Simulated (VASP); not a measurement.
# SiBBr (P4/mmm) in VASP: further runs

The runs below take SiBBr through single point, relaxation of cell and atoms, with PBE.

Program: VASP 6.6.1. These are calculated values, not measurements. Logs are shortened: lines on timing, memory, paths and dates and some standing lists are left out, and cuts for length are marked.

## Step 1: The cell of the first run

Symmetry: P4/mmm, No. 123, tetragonal system. Conventional cell: a = 3.427 Å, b = 3.427 Å, c = 5.410 Å, α = 90.00°, β = 90.00°, γ = 90.00°. Si (site symmetry 4/mmm) has 2 Br at 2.71 Å and 4 Si at 3.43 Å within 3.6 Å. Within 3.2 Å of B (site symmetry 4/mmm) lie 4 Br at 2.42 Å. Within 3.2 Å of Br (site symmetry 4/mmm) lie 4 B at 2.42 Å and 2 Si at 2.71 Å.

## Step 2: Single point, PBE

INCAR reads:

```
SYSTEM = SiBBr
ALGO     = Normal         ! electronic algorithm
EDIFF    = 1E-6           ! SCF threshold, eV
ENCUT    = 520            ! plane-wave cutoff, eV
GGA      = PE             ! functional
ISIF     = 2              ! what is computed and relaxed
ISMEAR   = 0              ! smearing method
LASPH    = .True.         ! aspherical terms in the spheres
LCHARG   = .False.        ! write CHGCAR
LREAL    = .False.        ! projectors in reciprocal space
LWAVE    = .False.        ! write WAVECAR
NBANDS   = 14             ! bands
NELM     = 80             ! most SCF steps
PREC     = Accurate       ! precision mode
SIGMA    = 0.1            ! smearing width, eV
```

KPOINTS reads:

```
k-points
0
Gamma
  14 14 8
  0 0 0
```

POSCAR reads:

```
SiBBr
1.0
    3.4267870095      0.0000000000      0.0000000000
    0.0000000000      3.4267870095      0.0000000000
    0.0000000000      0.0000000000      5.4104989840
Si B Br
1 1 1
Direct
    0.0000000000      0.0000000000      0.5000000000
    0.5000000000      0.5000000000      0.0000000000
    0.0000000000      0.0000000000      0.0000000000
```

Potentials or basis: VASP PAW PBE potentials, release 64 (Si, B, Br).

Command:

```bash
$ cat potpaw_PBE.64/Si/POTCAR potpaw_PBE.64/B/POTCAR potpaw_PBE.64/Br/POTCAR > POTCAR
$ mpirun -np 1 vasp_std > vasp.out
```

OUTCAR:

```text
SYSTEM = SiBBr
   EDIFF = 1E-6
   ENCUT = 520
   GGA = PE
   ISIF = 2
   ISMEAR = 0
   LASPH = .True.
   LREAL = .False.
   NELM = 80
   PREC = Accurate

 ion  position               nearest neighbor table
   1  0.000  0.000  0.500-   3 2.71   3 2.71
   2  0.500  0.500  0.000-   3 2.42   3 2.42   3 2.42   3 2.42
   3  0.000  0.000  0.000-   2 2.42   2 2.42   2 2.42   2 2.42   1 2.71   1 2.71

  LATTYP: Found a simple tetragonal cell.
 ALAT       =     3.4267870095
 C/A-ratio  =     1.5788839426

  Lattice vectors:

 A1 = (   3.4267870095,   0.0000000000,   0.0000000000)
 A2 = (   0.0000000000,   3.4267870095,   0.0000000000)
 A3 = (   0.0000000000,   0.0000000000,   5.4104989840)

Analysis of symmetry for initial positions (statically):
=====================================================================
 Subroutine PRICEL returns:
 Original cell was already a primitive cell.

 Routine SETGRP: Setting up the symmetry group for a
 simple tetragonal supercell.

 Subroutine GETGRP returns: Found 16 space group operations
 (whereof 16 operations were pure point group operations)
 out of a pool of 16 trial point group operations.

The static configuration has the point symmetry D_4h.

Analysis of symmetry for dynamics (positions and initial velocities):
=====================================================================
 Subroutine PRICEL returns:
 Original cell was already a primitive cell.

 Routine SETGRP: Setting up the symmetry group for a
 simple tetragonal supercell.

 Subroutine GETGRP returns: Found 16 space group operations
 (whereof 16 operations were pure point group operations)
 out of a pool of 16 trial point group operations.

The dynamic configuration has the point symmetry D_4h.

 Subroutine INISYM returns: Found 16 space group operations
 (whereof 16 operations are pure point group operations),
 and found     1 'primitive' translations

----------------------------------------------------------------------------------------

                                     Primitive cell

  volume of cell :      63.5348

  direct lattice vectors                    reciprocal lattice vectors
     3.426787009  0.000000000  0.000000000     0.291818545  0.000000000  0.000000000
     0.000000000  3.426787009  0.000000000     0.000000000  0.291818545  0.000000000
     0.000000000  0.000000000  5.410498984     0.000000000  0.000000000  0.184825836

  length of vectors
     3.426787009  3.426787009  5.410498984     0.291818545  0.291818545  0.184825836

  position of ions in fractional coordinates (direct lattice)
     0.000000000  0.000000000  0.500000000
     0.500000000  0.500000000  0.000000000
     0.000000000  0.000000000  0.000000000

  ion indices of the primitive-cell ions
   primitive index   ion index
                 1           1
                 2           2
                 3           3

----------------------------------------------------------------------------------------

 KPOINTS: k-points

Automatic generation of k-mesh.
 Grid dimensions read from file:
 generate k-points for:   14   14    8

 Generating k-lattice:

  Cartesian coordinates                     Fractional coordinates (reciprocal lattice)
     0.020844182  0.000000000  0.000000000     0.071428571  0.000000000  0.000000000
     0.000000000  0.020844182  0.000000000     0.000000000  0.071428571  0.000000000
     0.000000000  0.000000000  0.023103230     0.000000000  0.000000000  0.125000000

  Length of vectors
     0.020844182  0.020844182  0.023103230

  Shift w.r.t. Gamma in fractional coordinates (k-lattice)
     0.000000000  0.000000000  0.000000000

 Subroutine IBZKPT returns following result:
 ===========================================

 Found    180 irreducible k-points:

 Following reciprocal coordinates:
            Coordinates               Weight
  0.000000  0.000000  0.000000      1.000000
  0.071429  0.000000  0.000000      4.000000
  0.142857  0.000000  0.000000      4.000000
  0.214286  0.000000  0.000000      4.000000
  0.285714  0.000000  0.000000      4.000000
  0.357143  0.000000  0.000000      4.000000
[... 16 lines left out ...]
  0.285714  0.214286  0.000000      8.000000
  0.357143  0.214286  0.000000      8.000000
 [... further k-points ...]
   k-points           NKPTS =    180   k-points in BZ     NKDIM =    180   number of bands    NBANDS=     14
   number of dos      NEDOS =    301   number of ions     NIONS =      3
   total plane-waves  NPLWV =  31360
   dimension x,y,z NGX =    28 NGY =   28 NGZ =   40
   dimension x,y,z NGXF=    56 NGYF=   56 NGZF=   80
   ions per type =               1   1   1
   NGX,Y,Z   is equivalent  to a cutoff of  13.58, 13.58, 12.29 a.u.
   NGXF,Y,Z  is equivalent  to a cutoff of  27.17, 27.17, 24.58 a.u.
 SYSTEM =  SiBBr
   PREC   = accura    normal or accurate (medium, high low for compatibility)
   ISTART =      0    job   : 0-new  1-cont  2-samecut
   ICHARG =      2    charge: 1-file 2-atom 10-const
   ISPIN  =      1    spin polarized calculation?
   LNONCOLLINEAR =      F non collinear calculations
   LSORBIT =      F    spin-orbit coupling
   LASPH  =      T    aspherical Exc in radial PAW
   ENCUT  =  520.0 eV  38.22 Ry    6.18 a.u.   6.37  6.37 10.06*2*pi/ulx,y,z
   NELM   =     80;   NELMIN=  2; NELMDL= -5     # of ELM steps
   EDIFF  = 0.1E-05   stopping-criterion for ELM
   LREAL  =      F    real-space projection
   EDIFFG = 0.1E-04   stopping-criterion for IOM
   NSW    =      0    number of steps for IOM
   IBRION =     -1    ionic relax: 0-MD 1-quasi-New 2-CG
   NFREE  =      0    steps in history (QN), initial steepest desc. (CG)
   ISIF   =      2    stress and relaxation
   ISYM   =      2    0-nonsym 1-usesym 2-fastsym
   POTIM  = 0.5000    time-step for ionic-motion
   TEBEG  =    0.0;   TEEND  =   0.0 temperature during run
   PSTRESS=    0.0 pullay stress
   NELECT =      14.0000    total number of electrons
   NUPDOWN=      -1.0000    fix difference up-down
   EMIN   =  10.00;   EMAX   =-10.00  energy-range for DOS
   EFERMI =   0.00;   METHOD = LEGACY
   ISMEAR =     0;   SIGMA  =   0.10  broadening in eV -4-tet -1-fermi 0-gaus
   EFERMI_NEDOS =   21; number of points for ismear=-14 and -15
   IALGO  =     38    algorithm
   IMIX   =      4    mixing-type and parameters
     AMIX     =   0.40;   BMIX     =  1.00
     AMIX_MAG =   1.60;   BMIX_MAG =  1.00
  volume/ion in A,a.u.               =      21.18       142.92
  Fermi-wavevector in a.u.,A,eV,Ry     =   0.988812  1.868583 13.303081  0.977749
  Thomas-Fermi vector in A             =   2.120365
   LORBIT       =      0    0 simple, 1 ext, 2 COOP (PROOUT), +10 PAW based schemes
   GGA     = PE    functional components
   LHFCALC =     F    Hartree Fock is set to
   AEXX    =    0.0000 exact exchange contribution
   IVDW    =     0    specifies the selected vdW correction
   LEPSILON=     F    determine dielectric tensor
   LRPA    =     F    only Hartree local field effects (RPA)
 non-spin polarized calculation
 Gauss-broadening in eV      SIGMA  =   0.10
  energy-cutoff  :      520.00
  volume of cell :       63.53
 maximum number of plane-waves:      1740
 NGX is ok and might be reduce to    28
   NGX = 13   NGY = 13   NGZ = 21

 number of electron      14.0000000 magnetization

 Free energy of the ion-electron system (eV)
  ---------------------------------------------------
  ext. energy  EPLUGINS =         0.00000000
  ---------------------------------------------------
  free energy    TOTEN  =        -8.09812522 eV

  energy without entropy =       -8.09326093  energy(sigma->0) =       -8.09569307

 E-fermi :   4.0673     XC(G=0):  -9.2467

 val. band max:        4.0488597646   @ k =   0.2857   0.2857   0.2500
 cond. band min:       4.0759773040   @ k =   0.5000   0.3571   0.1250
 fundamental gap:      0.0271175394
 Fermi energy:         4.0673426801

 k-point     1 :       0.0000    0.0000    0.0000
  band No.  band energies     occupation
      1     -13.8887      2.00000
      2      -3.6302      2.00000
      3      -3.1237      2.00000
      4      -0.8113      2.00000
      5      -0.8113      2.00000
      6       0.0826      2.00000
      7       5.9974      0.00000
      8       7.3128      0.00000
      9       7.3128      0.00000
     10       8.1172      0.00000
     11       8.4821      0.00000
     12       9.1964      0.00000
     13       9.1964      0.00000
     14      11.4832      0.00000

 k-point     2 :       0.0714    0.0000    0.0000
  band No.  band energies     occupation
      1     -13.8611      2.00000
      2      -3.5879      2.00000
      3      -3.0877      2.00000
      4      -1.4585      2.00000
      5      -0.7638      2.00000
      6       0.6907      2.00000
      7       5.8753      0.00000
      8       6.8285      0.00000
      9       7.3451      0.00000
     10       8.1458      0.00000
     11       8.6543      0.00000
     12       8.8985      0.00000
     13       9.1681      0.00000
     14      11.6702      0.00000

 k-point     3 :       0.1429    0.0000    0.0000
  band No.  band energies     occupation
      1     -13.7819      2.00000
      2      -3.4742      2.00000
      3      -2.9833      2.00000
      4      -2.3787      2.00000
      5      -0.6244      2.00000
      6       1.5191      2.00000
      7       5.5316      0.00000
      8       5.8645      0.00000
      9       7.4362      0.00000
     10       8.1698      0.00000
     11       8.2282      0.00000
     12       8.4480      0.00000
     13       9.6465      0.00000
     14      11.9420      0.00000

 k-point     4 :       0.2143    0.0000    0.0000
  band No.  band energies     occupation
      1     -13.6618      2.00000
      2      -3.5016      2.00000
      3      -3.0367      2.00000
      4      -2.8221      2.00000
      5      -0.4026      2.00000
      6       2.2834      2.00000
      7       4.8206      0.00000
      8       5.0336      0.00000
      9       7.2404      0.00000
     10       7.6086      0.00000
     11       7.8838      0.00000
     12       8.3538      0.00000
     13      10.5812      0.00000
     14      11.7603      0.00000

 k-point     5 :       0.2857    0.0000    0.0000
  band No.  band energies     occupation
      1     -13.5196      2.00000
      2      -4.1555      2.00000
      3      -2.8925      2.00000
      4      -2.6254      2.00000
      5      -0.1193      2.00000
      6       2.9824      2.00000
      7       3.8494      1.99795
      8       4.4802      0.00000
      9       6.3552      0.00000
     10       7.2033      0.00000
     11       7.7734      0.00000
[... 276 lines left out ...]
 k-point    22 :       0.2143    0.2143    0.0000
  band No.  band energies     occupation
      1     -13.4405      2.00000
      2      -3.4606      2.00000
      3      -2.7034      2.00000
      4      -2.5472      2.00000
      5      -2.1215      2.00000
      6       3.6724      2.00000
      7       4.7800      0.00000
      8       5.1151      0.00000
      9       5.1252      0.00000
     10       5.4239      0.00000
     11       8.5731      0.00000
     12       9.5891      0.00000
     13       9.9092      0.00000
     14      12.4086      0.00000

 k-point    23 :       0.2857    0.2143    0.0000
  band No.  band energies     occupation
      1     -13.3024      2.00000
      2      -3.8497      2.00000
      3      -2.5070      2.00000
      4      -2.3709      2.00000
      5      -2.1448      2.00000
      6       3.0510      2.00000
      7       4.2051      0.05134
      8       4.5380      0.00000
      9       5.3694      0.00000
     10       5.9203      0.00000
     11       8.7027      0.00000
     12       9.6119      0.00000
     13       9.6248      0.00000
     14      12.5007      0.00000

 k-point    24 :       0.3571    0.2143    0.0000
  band No.  band energies     occupation
      1     -13.1693      2.00000
      2      -4.3433      2.00000
      3      -2.2571      2.00000
      4      -2.1966      2.00000
      5      -1.8923      2.00000
      6       2.3160      2.00000
      7       3.4043      2.00000
      8       4.2593      0.00662
      9       5.6272      0.00000
     10       6.6183      0.00000
     11       8.8011      0.00000
     12       9.3249      0.00000
     13       9.6712      0.00000
     14      11.8268      0.00000

 [... further k-points ...]
[... 5 lines left out ...]
  --------------------------------------------------------------------------------------
  -------------------------------------------------------------------------------------
  Total        0.0011311      0.0011311      0.0040196      0.0000000      0.0000000     -0.0000000
  in kB        0.0285237      0.0285237      0.1013634      0.0000000      0.0000000     -0.0000000
  external PRESSURE =       0.0528036 kB  Pullay stress =       0.0000000 kB

 VOLUME and BASIS-vectors are now :
 -----------------------------------------------------------------------------
  energy-cutoff  :      520.00
  volume of cell :       63.53
      direct lattice vectors                 reciprocal lattice vectors
     3.426787009  0.000000000  0.000000000     0.291818545  0.000000000  0.000000000
     0.000000000  3.426787009  0.000000000     0.000000000  0.291818545  0.000000000
     0.000000000  0.000000000  5.410498984     0.000000000  0.000000000  0.184825836

 POSITION                                       TOTAL-FORCE (eV/Angst)
 -----------------------------------------------------------------------------------
      0.00000      0.00000      2.70525         0.000000      0.000000      0.000000
      1.71339      1.71339      0.00000         0.000000      0.000000      0.000000
      0.00000      0.00000      0.00000         0.000000      0.000000      0.000000
 -----------------------------------------------------------------------------------
    total drift:                                0.000000      0.000000     -0.000000

  FREE ENERGIE OF THE ION-ELECTRON SYSTEM (eV)
  ---------------------------------------------------
  free  energy   TOTEN  =        -8.0981252196 eV

  energy  without entropy=       -8.0932609279  energy(sigma->0) =       -8.09569307
```

Wall time 2.6 min (1 thread of Oxide Virtual Turin-like, shared host); peak memory 0.27 GiB.

What came out:

| Quantity | Value |
| --- | --- |
| Free energy | -8.0981 eV |
| Pressure | 0.0 GPa |
| Band gap on the k mesh | zero (band 7 reaches 6.00 eV, above the bottom of band 8 at 2.75 eV) |

Levels at points of the mesh, in eV from the Fermi level:
| k point | band 3 | band 4 | band 5 | band 6 | band 7 | band 8 | band 9 | band 10 | band 11 | band 12 |
| --- | --- | --- | --- | --- | --- | --- | --- | --- | --- | --- |
| (0.00, 0.00, 0.00) | -7.19 | -4.88 | -4.88 | -3.98 | 1.93 | 3.25 | 3.25 | 4.05 | 4.41 | 5.13 |
| (0.50, 0.00, 0.00) | -6.35 | -6.29 | -3.53 | -1.79 | -0.57 | 0.73 | 0.76 | 1.19 | 4.06 | 4.73 |
| (0.50, 0.50, 0.00) | -7.60 | -5.72 | -5.39 | -5.05 | -0.61 | -0.61 | 1.06 | 3.99 | 3.99 | 4.58 |
| (0.00, 0.00, 0.50) | -4.85 | -4.85 | -4.00 | -3.42 | -0.45 | 1.65 | 2.71 | 2.71 | 4.91 | 5.13 |
| (0.50, 0.00, 0.50) | -8.25 | -3.49 | -3.14 | -2.43 | 0.49 | 0.79 | 0.81 | 1.20 | 1.89 | 3.59 |
| (0.50, 0.50, 0.50) | -7.53 | -7.31 | -5.34 | -1.52 | -1.32 | -1.32 | 0.44 | 1.39 | 6.17 | 6.87 |

## Step 3: Single point, PBE

INCAR reads:

```
PREC     = Accurate       # precision mode
ENCUT    = 520            # plane-wave cutoff, eV
EDIFF    = 1E-6           # SCF threshold, eV
ISMEAR   = 0              # smearing method
SIGMA    = 0.1            # smearing width, eV
LREAL    = False          # projectors in reciprocal space
LASPH    = True           # aspherical terms in the spheres
NELM     = 80             # most SCF steps
ALGO     = Normal         # electronic algorithm
ISIF     = 2              # what is computed and relaxed
LWAVE    = False          # write WAVECAR
LCHARG   = True           # write CHGCAR
GGA      = PE             # functional
LELF     = True           # ELF
LVHAR    = True         
NBANDS   = 14             # bands
```

KPOINTS reads:

```
regular mesh
0
Gamma
  14 14 10
```

POSCAR reads:

```
SiBBr
1.0
    3.4267447076      0.0000000000      0.0000000000
    0.0000000000      3.4267447076      0.0000000000
    0.0000000000      0.0000000000      5.4074823331
Si B Br
1 1 1
Direct
    0.0000000000      0.0000000000      0.5000000000
    0.5000000000      0.5000000000      0.0000000000
    0.0000000000      0.0000000000      0.0000000000
```

Potentials or basis: VASP PAW PBE potentials, release 64 (Si, B, Br).

Command:

```bash
$ cat potpaw_PBE.64/Si/POTCAR potpaw_PBE.64/B/POTCAR potpaw_PBE.64/Br/POTCAR > POTCAR
$ mpirun -np 1 vasp_std > vasp.out
```

Run time: 2.6 min. Hardware: 1 thread of Oxide Virtual Turin-like, shared host; peak memory 0.3 GiB.

Results (log left out):

```yaml
Free_energy: -8.0956 eV
Pressure: 0.0 GPa
Band_gap_on_the_k_mesh: zero (band 7 reaches 6.01 eV, above the bottom of band 8 at 2.75 eV)
```

Levels at points of the mesh, in eV from the Fermi level:
```
           k point  band 4  band 5  band 6  band 7  band 8  band 9  band 10  band 11
(0.00, 0.00, 0.00)   -4.87   -4.87   -3.97    1.94    3.25    3.25     4.07     4.42
(0.50, 0.00, 0.00)   -6.29   -3.52   -1.78   -0.56    0.74    0.78     1.20     4.07
(0.50, 0.50, 0.00)   -5.72   -5.38   -5.04   -0.60   -0.60    1.08     3.99     3.99
(0.00, 0.00, 0.50)   -4.84   -3.99   -3.41   -0.45    1.66    2.72     2.72     4.92
(0.50, 0.00, 0.50)   -3.49   -3.13   -2.42    0.50    0.80    0.82     1.21     1.90
(0.50, 0.50, 0.50)   -7.31   -5.32   -1.50   -1.31   -1.31    0.45     1.39     6.18
```

(Continued in part 2 of 2.)
